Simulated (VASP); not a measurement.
Input of a VASP 6.6.1 run:

INCAR

```
SYSTEM = BAs
  PREC = Accurate
  ENCUT = 520
  EDIFF = 1E-6
  ISMEAR = -1
  SIGMA = 0.03
  LREAL = .False.
  LASPH = .True.
  NELM = 80
  ALGO = Normal
  ISIF = 2
  LWAVE = .False.
  LCHARG = .False.
  GGA = PE
  NBANDS = 11
```

KPOINTS

```
Automatic mesh
0
Gamma
  15 15 15
  0 0 0
```

Contents of POSCAR:

```
BAs
1.0
    0.0000000000      2.4199312360      2.4199312360
    2.4199312360      0.0000000000      2.4199312360
    2.4199312360      2.4199312360      0.0000000000
B As
1 1
Direct
    0.0000000000      0.0000000000      0.0000000000
    0.7500000000      0.7500000000      0.7500000000
```

Potentials or basis: VASP PAW PBE potentials, release 64 (B, As).

Launch:

```console
$ cat potpaw_PBE.64/B/POTCAR potpaw_PBE.64/As/POTCAR > POTCAR
$ mpirun -np 1 vasp_std > vasp.out
```

Task: What does it give for the pressure?

Result: -1.9 GPa.

Task: Estimate the band gap on the k mesh.

Result: 1.22 eV, indirect (least direct gap 3.23 eV).

 A k mesh can miss the band edges.
